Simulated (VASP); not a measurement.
Input of a VASP 6.6.1 run:

Contents of INCAR:

```
SYSTEM = Co
PREC = Accurate ; ENCUT = 520
EDIFF = 1E-6 ; ISMEAR = 0
SIGMA = 0.15 ; LREAL = .False.
LASPH = .True. ; NELM = 150
ALGO = Normal ; ISIF = 2
LWAVE = .False. ; LCHARG = .False.
ISPIN = 2 ; MAGMOM = 1.91 1.91
LORBIT = 11 ; LMAXMIX = 4
GGA = PS ; NBANDS = 20
```

The input KPOINTS:

```
Automatic mesh
0
Gamma
  24 24 12
  0 0 0
```

The input POSCAR:

```
Co
1.0
    2.4127439276      0.0000000000      0.0000000000
   -1.2063719638      2.0894975341      0.0000000000
    0.0000000000      0.0000000000      4.0023401608
Co
2
Direct
    0.6666666667      0.3333333333      0.2598610000
    0.3333333333      0.6666666667      0.7401390000
```

Potentials or basis: VASP PAW PBE potentials, release 64 (Co).

Launch:

```bash
$ cat potpaw_PBE.64/Co/POTCAR > POTCAR
$ mpirun -np 1 vasp_std > vasp.out
```

Q: Estimate the site moments.

A: Co +1.56 μB.

Q: What does it give for the largest force?

A: 0.659 eV/Å.

Q: Estimate the net moment.

A: 3.11 μB per cell.

Forces on the atoms (eV/Å):
```
Co   0.000  0.000 -0.659
Co   0.000  0.000  0.659
```

Caveat: the cell differs from its parent crystal (strain -0.030 along x and y, -0.015 along z); the PAW data sets were made with another functional, which shifts forces and pressure a little.
